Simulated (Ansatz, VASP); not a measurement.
**One calculation of BeZnSe2, two programs**

Contents of INCAR:

```
SYSTEM = BeZnSe2
PREC = Accurate
ENCUT = 520
EDIFF = 1E-6
ISMEAR = 0
SIGMA = 0.02
LREAL = .False.
LASPH = .True.
NELM = 100
ALGO = Normal
ISIF = 2
LWAVE = .False.
LCHARG = .True.
GGA = PE
LELF = .True.
LVHAR = .True.
NBANDS = 21
```

KPOINTS

```
Automatic mesh
0
Gamma
  8 8 6
  0 0 0
```

POSCAR

```
BeZnSe2
1.0
    3.8371965733      0.0000000000      0.0000000000
    0.0000000000      3.8371965733      0.0000000000
    0.0000000000      0.0000000000      5.5159166851
Be Zn Se
1 1 2
Direct
    0.0000000000      0.0000000000      0.0000000000
    0.5000000000      0.5000000000      0.5000000000
    0.0000000000      0.5000000000      0.7771639151
    0.5000000000      0.0000000000      0.2228360849
```

Input for Ansatz:

```yaml
crystal:
  lattice:
    - [3.8371965733, 0.0, 0.0]
    - [0.0, 3.8371965733, 0.0]
    - [0.0, 0.0, 5.5159166851]
  atoms:
    - { symbol: Be, position: [0.0, 0.0, 0.0] }
    - { symbol: Zn, position: [0.5, 0.5, 0.5] }
    - { symbol: Se, position: [0.0, 0.5, 0.7771639151] }
    - { symbol: Se, position: [0.5, 0.0, 0.2228360849] }
basis:
  ecutwfc: 420
kpoints:
  mp_grid: { grid: [8, 8, 6] }
  band_path:
    path:
      - [[0.0, 0.0, 0.0], [0.0, 0.5, 0.0], [0.5, 0.5, 0.0], [0.0, 0.0, 0.0], [0.0, 0.0, 0.5], [0.0, 0.5, 0.5], [0.5, 0.5, 0.5], [0.0, 0.0, 0.5]]
      - [[0.0, 0.5, 0.0], [0.0, 0.5, 0.5]]
      - [[0.5, 0.5, 0.0], [0.5, 0.5, 0.5]]
    npoints: 14
hamiltonian:
  xc: pbe
scf:
  occupations: { method: gaussian, width: 0.02 }
  n_extra_bands: 10
output:
  forces: true
  stress: true
  eigenvalues: true
  populations: true
  dos: { projected: true, de: 0.02, nscf_kmesh: { grid: [12, 12, 9] } }
  bader: true
  write_density: true
  write_potential: true
  elf: true
  volumetric_format: npy
```

Alike in both runs: task single point; functional PBE; k mesh 8 × 8 × 6; occupations gaussian, width 0.02 eV; no spin polarisation.

```csv
,VASP,Ansatz
version,VASP 6.6.1,Ansatz 0.2.0
potentials or method,"VASP PAW PBE potentials, release 64 (Be, Zn, Se), cutoff 520 eV","scalar-relativistic, plane waves, PAW"
valence electrons in the cell,26,46
```

Ansatz gave:

| Quantity | Value |
| --- | --- |
| gap on the k mesh at the Fermi level (eV) | 2.27 |
| least direct gap on the mesh (eV) | 2.27 |
| pressure (GPa) | 0.0 |
| rms of the force components (eV/Å) | 0.000 |

Estimate VASP's values.

gap on the k mesh at the Fermi level (eV): 2.27; least direct gap on the mesh (eV): 2.27; pressure (GPa): 0.2; rms of the force components (eV/Å): 0.005.

Atom by atom the forces differ by 0.005 eV/Å (rms over components). The functional is the same, so the differences come from potentials, cutoffs and numerics. VASP's potentials hold 26 valence electrons a cell and Ansatz's 46, so a difference there can come from the potentials and not from the codes.
